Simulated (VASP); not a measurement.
# InAs: single point with HSE06

InAs:

```
In As
1.0
     0.00000    3.05459    3.05459
     3.05459    0.00000    3.05459
     3.05459    3.05459    0.00000
In As
1 1
Direct
  0.00000 0.00000 0.00000
  0.25000 0.25000 0.25000
```

```json
{
  "Program": "VASP 6.6.1",
  "Task": "single point",
  "Functional": "HSE06",
  "Potentials or basis": "VASP PAW PBE potentials, release 64 (In_d, As)",
  "Cutoff": "520 eV",
  "k mesh": "6 × 6 × 6",
  "Occupations": "fermi-dirac, width 0.02 eV",
  "Spin": "no spin polarisation",
  "Dipole correction": "no",
  "Grid for exact exchange (PRECFOCK)": "Normal",
  "Further INCAR settings": "ALGO = Normal; EDIFF = 1e-06; NBANDS = 16",
  "Screening parameter": "0.2079 1/Å"
}
```

| Quantity | Value |
| --- | --- |
| Pressure | -0.2 GPa |
| Band gap on the k mesh | 0.36 eV, direct |

Levels at points of the mesh, in eV from the valence-band top:
| k point | band 6 | band 7 | band 8 | band 9 | band 10 | band 11 | band 12 | band 13 |
| --- | --- | --- | --- | --- | --- | --- | --- | --- |
| (0.00, 0.00, 0.00) | -12.83 | 0.00 | 0.00 | 0.00 | 0.36 | 4.65 | 4.65 | 4.65 |
| (0.50, 0.00, 0.00) | -11.32 | -6.09 | -1.02 | -1.02 | 1.57 | 5.43 | 5.43 | 7.66 |
| (0.50, 0.50, 0.00) | -10.75 | -6.18 | -2.42 | -2.42 | 2.17 | 2.71 | 10.08 | 10.26 |

It took 69 min on 1 thread of Intel(R) Xeon(R) Platinum 8488C (Sapphire Rapids), on a shared host, peak memory 0.32 GiB.

Caveat: the PAW data sets were made with another functional, which shifts forces and pressure a little; spin-orbit coupling is left out, which moves the levels of the heavy elements.
